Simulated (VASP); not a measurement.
**BiCl3O: single point with PBE**

The system is BiCl3O.

```xyz
5
Lattice="5.3846 0.0000 0.0000 0.0000 5.3846 0.0000 0.0000 0.0000 5.3846" Properties=species:S:1:pos:R:3 pbc="T T T"
Bi    2.6923    2.6923    2.6923
Cl    0.0000    2.6923    2.6923
Cl    2.6923    0.0000    2.6923
Cl    2.6923    2.6923    0.0000
O     0.0000    0.0000    0.0000
```

The cell was generated, and may not be a known phase.

- Program: VASP 6.6.1
- Task: single point
- Functional: PBE
- Potentials or basis: VASP PAW PBE potentials, release 64 (Bi_d, Cl, O)
- Cutoff: 520 eV
- k mesh: 4 × 4 × 4
- Occupations: gaussian, width 0.1 eV
- Spin: no spin polarisation
- Dipole correction: no
- Further INCAR settings: ALGO = Normal; EDIFF = 1e-07; NBANDS = 29

```json
{"Pressure": "0.2 GPa", "Band gap on the k mesh": "zero (bands 21 and 22 overlap by 0.06 eV)"}
```

Levels at points of the mesh, in eV from the Fermi level:
```
           k point  band 20  band 21  band 22  band 23  band 24  band 25
(0.00, 0.00, 0.00)     0.02     0.02     0.02     6.73     6.73     6.73
(0.50, 0.00, 0.00)    -0.13    -0.04    -0.04     2.94     6.14     6.14
(0.50, 0.50, 0.00)    -0.12    -0.03    -0.03     2.43     2.43     5.65
(0.50, 0.50, 0.50)     0.02     0.02     0.64     1.85     1.85     1.85
```

Run time: 41 s on 1 thread of Intel(R) Xeon(R) Platinum 8259CL CPU @ 2.50GHz (Skylake/Cascade Lake), with other jobs on the host, peak memory 0.25 GiB.

Caveat: spin-orbit coupling is left out, which moves the levels of the heavy elements.
